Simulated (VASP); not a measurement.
# Ni2Ge (P6_3/mmc) in VASP: relaxation of cell and atoms with PBEsol

Aim: the relaxation of cell and atoms of Ni2Ge with PBEsol.

All numbers are computed with VASP 6.6.1; they aren't measurements. Logs are shortened: lines on timing, memory, paths and dates and some standing lists are left out, and cuts for length are marked.

## 1. The cell of the first run

It takes space group P6_3/mmc (No. 194, hexagonal). Conventional cell: a = 3.980 Å, b = 3.980 Å, c = 5.024 Å, α = 90.00°, β = 90.00°, γ = 120.00°. Ni (site symmetry -6m2) has 5 Ge at 2.30 to 2.51 Å and 6 Ni at 2.62 Å within 3.0 Å. Ni (site symmetry -3m) has 8 Ni at 2.51 to 2.62 Å and 6 Ge at 2.62 Å within 3.3 Å. Ge (site symmetry -6m2) has 11 Ni at 2.30 to 2.62 Å within 3.0 Å.

## 2. Relaxation of cell and atoms, PBEsol

Contents of INCAR:

```
ALGO     = Normal         # electronic algorithm
EDIFF    = 1E-6           # SCF threshold, eV
EDIFFG   = -0.005         # ionic threshold
ENCUT    = 600            # plane-wave cutoff, eV
GGA      = PS             # functional
IBRION   = 2              # ionic algorithm
ISIF     = 3              # what is computed and relaxed
ISMEAR   = -1             # smearing method
LASPH    = T              # aspherical terms in the spheres
LCHARG   = F              # write CHGCAR
LREAL    = F              # projectors in reciprocal space
LWAVE    = F              # write WAVECAR
NELM     = 60             # most SCF steps
NSW      = 70             # ionic steps
PREC     = Accurate       # precision mode
SIGMA    = 0.05           # smearing width, eV
```

Contents of KPOINTS:

```
k-points
0
Gamma
  10 10 7
```

Contents of POSCAR:

```
Ni2Ge
1.0
    3.9798102787      0.0000000000      0.0000000000
   -1.9899051393      3.4466168036      0.0000000000
    0.0000000000      0.0000000000      5.0238781100
Ni Ge
4 2
Direct
    0.6666666667      0.3333333333      0.2500000000
    0.3333333333      0.6666666667      0.7500000000
    0.0000000000      0.0000000000      0.0000000000
    0.0000000000      0.0000000000      0.5000000000
    0.6666666667      0.3333333333      0.7500000000
    0.3333333333      0.6666666667      0.2500000000
```

Potentials or basis: VASP PAW PBE potentials, release 64 (Ni, Ge_d).

Launch:

```bash
$ cat potpaw_PBE.64/Ni/POTCAR potpaw_PBE.64/Ge_d/POTCAR > POTCAR
$ mpirun -np 1 vasp_std > vasp.out
```

OUTCAR:

```text
EDIFF = 1E-6
   EDIFFG = -0.005
   ENCUT = 600
   GGA = PS
   IBRION = 2
   ISIF = 3
   ISMEAR = -1
   LASPH = T
   LREAL = F
   NELM = 60
   NSW = 70
   PREC = Accurate

 ion  position               nearest neighbor table
   1  0.667  0.333  0.250-   6 2.30   6 2.30   6 2.30   5 2.51   5 2.51   3 2.62   4 2.62   3 2.62
                             4 2.62   3 2.62   4 2.62
   2  0.333  0.667  0.750-   5 2.30   5 2.30   5 2.30   6 2.51   6 2.51   3 2.62   4 2.62   4 2.62
                             3 2.62   4 2.62   3 2.62
   3  0.000  0.000  0.000-   4 2.51   4 2.51   1 2.62   5 2.62   6 2.62   2 2.62   2 2.62   6 2.62
                             1 2.62   5 2.62   1 2.62   5 2.62   2 2.62   6 2.62
   4  0.000  0.000  0.500-   3 2.51   3 2.51   1 2.62   5 2.62   6 2.62   2 2.62   2 2.62   6 2.62
                             1 2.62   5 2.62   1 2.62   5 2.62   2 2.62   6 2.62
   5  0.667  0.333  0.750-   2 2.30   2 2.30   2 2.30   1 2.51   1 2.51   3 2.62   4 2.62   3 2.62
                             4 2.62   3 2.62   4 2.62
   6  0.333  0.667  0.250-   1 2.30   1 2.30   1 2.30   2 2.51   2 2.51   3 2.62   4 2.62   4 2.62
                             3 2.62   4 2.62   3 2.62

  LATTYP: Found a hexagonal cell.
 ALAT       =     3.9798102787
 C/A-ratio  =     1.2623411063

  Lattice vectors:

 A1 = (   3.9798102787,   0.0000000000,   0.0000000000)
 A2 = (  -1.9899051393,   3.4466168036,   0.0000000000)
 A3 = (   0.0000000000,   0.0000000000,   5.0238781100)

Analysis of symmetry for initial positions (statically):
=====================================================================
 Subroutine PRICEL returns:
 Original cell was already a primitive cell.

 Routine SETGRP: Setting up the symmetry group for a
 hexagonal supercell.

 Subroutine GETGRP returns: Found 24 space group operations
 (whereof 12 operations were pure point group operations)
 out of a pool of 24 trial point group operations.

The static configuration has the point symmetry D_3d.
 The point group associated with its full space group is D_6h.

Analysis of symmetry for dynamics (positions and initial velocities):
=====================================================================
 Subroutine PRICEL returns:
 Original cell was already a primitive cell.

 Routine SETGRP: Setting up the symmetry group for a
 hexagonal supercell.

 Subroutine GETGRP returns: Found 24 space group operations
 (whereof 12 operations were pure point group operations)
 out of a pool of 24 trial point group operations.

The dynamic configuration has the point symmetry D_3d.
[... 117 lines left out ...]
   TEBEG  =    0.0;   TEEND  =   0.0 temperature during run
   PSTRESS=    0.0 pullay stress
   NELECT =      68.0000    total number of electrons
   NUPDOWN=      -1.0000    fix difference up-down
   EMIN   =  10.00;   EMAX   =-10.00  energy-range for DOS
   EFERMI =   0.00;   METHOD = LEGACY
   ISMEAR =    -1;   SIGMA  =   0.05  broadening in eV -4-tet -1-fermi 0-gaus
   EFERMI_NEDOS =   21; number of points for ismear=-14 and -15
   IALGO  =     38    algorithm
   IMIX   =      4    mixing-type and parameters
     AMIX     =   0.40;   BMIX     =  1.00
     AMIX_MAG =   1.60;   BMIX_MAG =  1.00
  volume/ion in A,a.u.               =      11.49        77.51
  Fermi-wavevector in a.u.,A,eV,Ry     =   1.629845  3.079961 36.142446  2.656395
  Thomas-Fermi vector in A             =   2.722244
   LORBIT       =      0    0 simple, 1 ext, 2 COOP (PROOUT), +10 PAW based schemes
   GGA     = PS    functional components
   LHFCALC =     F    Hartree Fock is set to
   AEXX    =    0.0000 exact exchange contribution
   IVDW    =     0    specifies the selected vdW correction
   LEPSILON=     F    determine dielectric tensor
   LRPA    =     F    only Hartree local field effects (RPA)
 conjugate gradient relaxation of ions
 non-spin polarized calculation
  energy-cutoff  :      600.00
  volume of cell :       68.91
 maximum number of plane-waves:      2316
 NGX is ok and might be reduce to    32
   NGX = 15   NGY = 15   NGZ = 21

--------------------------------------- Ionic step        1  -------------------------------------------

 number of electron      67.9999975 magnetization

 Free energy of the ion-electron system (eV)
  ---------------------------------------------------
  ext. energy  EPLUGINS =         0.00000000
  ---------------------------------------------------
  free energy    TOTEN  =       -36.48917457 eV

  energy without entropy =      -36.46032574  energy(sigma->0) =      -36.47475015

------------------------ aborting loop because EDIFF is reached ----------------------------------------

  FORCE on cell =-STRESS in cart. coord.  units (eV):
  Direction    XX          YY          ZZ          XY          YZ          ZX
  --------------------------------------------------------------------------------------
  -------------------------------------------------------------------------------------
  Total       -0.4177601     -0.4177601     -0.4797979     -0.0000000      0.0000000     -0.0000000
  in kB       -9.7127699     -9.7127699    -11.1551261     -0.0000000      0.0000000     -0.0000000
  external PRESSURE =     -10.1935553 kB  Pullay stress =       0.0000000 kB
[... 187 lines left out ...]
--------------------------------------- Ionic step        6  -------------------------------------------

 number of electron      67.9999975 magnetization

 Free energy of the ion-electron system (eV)
  ---------------------------------------------------
  ext. energy  EPLUGINS =         0.00000000
  ---------------------------------------------------
  free energy    TOTEN  =       -36.49027992 eV

  energy without entropy =      -36.46177212  energy(sigma->0) =      -36.47602602

 E-fermi :  10.2724     XC(G=0): -13.5020

 val. band max:       10.2710128439   @ k =   0.2000   0.0000   0.0000
 cond. band min:      10.3052719792   @ k =   0.3000   0.3000   0.1429
 fundamental gap:      0.0342591353
 Fermi energy:        10.2724167036

 k-point     1 :       0.0000    0.0000    0.0000
  band No.  band energies     occupation
      1     -14.4880      2.00000
      2     -14.4781      2.00000
      3     -14.4560      2.00000
      4     -14.4560      2.00000
      5     -14.4221      2.00000
      6     -14.4221      2.00000
[... 1021 lines left out ...]
     39      13.9713      0.00000
     40      15.6698      0.00000

 [... further k-points ...]

------------------------ aborting loop because EDIFF is reached ----------------------------------------

  FORCE on cell =-STRESS in cart. coord.  units (eV):
  Direction    XX          YY          ZZ          XY          YZ          ZX
  --------------------------------------------------------------------------------------
  -------------------------------------------------------------------------------------
  Total        0.0205778      0.0205778     -0.0045962      0.0000000      0.0000000      0.0000000
  in kB        0.4808914      0.4808914     -0.1074118      0.0000000      0.0000000      0.0000000
  external PRESSURE =       0.2847903 kB  Pullay stress =       0.0000000 kB
[... 21 lines left out ...]
  FREE ENERGIE OF THE ION-ELECTRON SYSTEM (eV)
  ---------------------------------------------------
  free  energy   TOTEN  =       -36.4902799215 eV

  energy  without entropy=      -36.4617721235  energy(sigma->0) =      -36.47602602

 reached required accuracy - stopping structural energy minimisation
```

OSZICAR:

```text
N       E                     dE             d eps       ncg     rms          rms(c)
DAV:   1     0.640693950718E+03    0.64069E+03   -0.32870E+04  5144   0.454E+03
DAV:   2     0.678506098806E+02   -0.57284E+03   -0.55340E+03  4480   0.873E+02
DAV:   3    -0.354275021244E+02   -0.10328E+03   -0.10088E+03  4544   0.255E+02
[... 52 lines left out ...]
DAV:   1    -0.364904996409E+02   -0.25239E-03   -0.53932E-03  5016   0.515E-01    0.960E-02
DAV:   2    -0.364903831022E+02    0.11654E-03   -0.38077E-04  5384   0.387E-01    0.848E-02
DAV:   3    -0.364903890694E+02   -0.59671E-05   -0.42903E-04  5248   0.542E-01    0.999E-02
DAV:   4    -0.364902864092E+02    0.10266E-03   -0.19125E-04  6752   0.332E-01    0.223E-02
DAV:   5    -0.364902798803E+02    0.65289E-05   -0.47168E-05  5176   0.726E-02    0.621E-03
DAV:   6    -0.364902799215E+02   -0.41144E-07   -0.44140E-06  3984   0.274E-02
   6 F= -.36490280E+02 E0= -.36476026E+02  d E =-.334335E-04
```

CONTCAR:

```text
Ni2Ge
   1.00000000000000
     3.9743441869449705   -0.0000000000000794    0.0000000000000000
    -1.9871720934226227    3.4418830292807536   -0.0000000000000000
    -0.0000000000000000    0.0000000000000000    5.0118726772311293
  Ni              Ge
     4     2
Direct
     0.6666666667000030    0.3333333332999970    0.2500000000000000
     0.3333333332999970    0.6666666667000030    0.7500000000000000
     1.0000000000000000    1.0000000000000000    0.0000000000000000
     1.0000000000000000    1.0000000000000000    0.5000000000000000
     0.6666666667000030    0.3333333332999970    0.7500000000000000
     0.3333333332999970    0.6666666667000030    0.2500000000000000

  0.00000000E+00  0.00000000E+00  0.00000000E+00
  0.00000000E+00  0.00000000E+00  0.00000000E+00
  0.00000000E+00  0.00000000E+00  0.00000000E+00
  0.00000000E+00  0.00000000E+00  0.00000000E+00
  0.00000000E+00  0.00000000E+00  0.00000000E+00
  0.00000000E+00  0.00000000E+00  0.00000000E+00
```

Run time: 5 min. Hardware: 1 thread of Intel Xeon 6975P-C (Granite Rapids), shared host; peak memory 0.3 GiB.

What came out:

```yaml
Free_energy: -36.4903 eV
Relaxed_volume: 11.43 Å³/atom
Relaxed_cell: a = 3.974 Å, b = 3.974 Å, c = 5.012 Å, α = 90.00°, β = 90.00°, γ = 120.00°
Space_group_after_relaxing_to_0.1_Å: P6_3/mmc (No. 194)
Energy_gained_by_relaxing: 0.2 meV/atom
Ionic_steps: 6
Pressure_after_relaxing: 0.0 GPa
Band_gap_on_the_k_mesh: zero (bands 34 and 35 overlap by 2.77 eV)
```

The path:
```tsv
step	energy change (eV)	largest force (eV/Å)	pressure (GPa)	volume (Å³)
1	0.0000	0.0000	-1.02	68.91
2	0.0003	0.0000	1.15	68.19
3	-0.0011	0.0000	-0.04	68.57
4	-0.0011	0.0000	0.08	68.55
5	-0.0011	0.0000	0.03	68.56
6	-0.0011	0.0000	0.03	68.56
```

Final structure:
```yaml
crystal:
  lattice:
    - [3.97434, 0.00000, 0.00000]
    - [-1.98717, 3.44188, 0.00000]
    - [0.00000, 0.00000, 5.01187]
  atoms:
    - { symbol: Ni, position: [0.66667, 0.33333, 0.25000] }
    - { symbol: Ni, position: [0.33333, 0.66667, 0.75000] }
    - { symbol: Ni, position: [0.00000, 0.00000, 0.00000] }
    - { symbol: Ni, position: [0.00000, 0.00000, 0.50000] }
    - { symbol: Ge, position: [0.66667, 0.33333, 0.75000] }
    - { symbol: Ge, position: [0.33333, 0.66667, 0.25000] }
```

Caveat: the PAW data sets were made with another functional, which shifts forces and pressure a little. Spin polarisation is off, so any magnetic state and its effect on volume and gap are missing.

The gap in the log of VASP goes by the Fermi energy; the results here count the filled bands.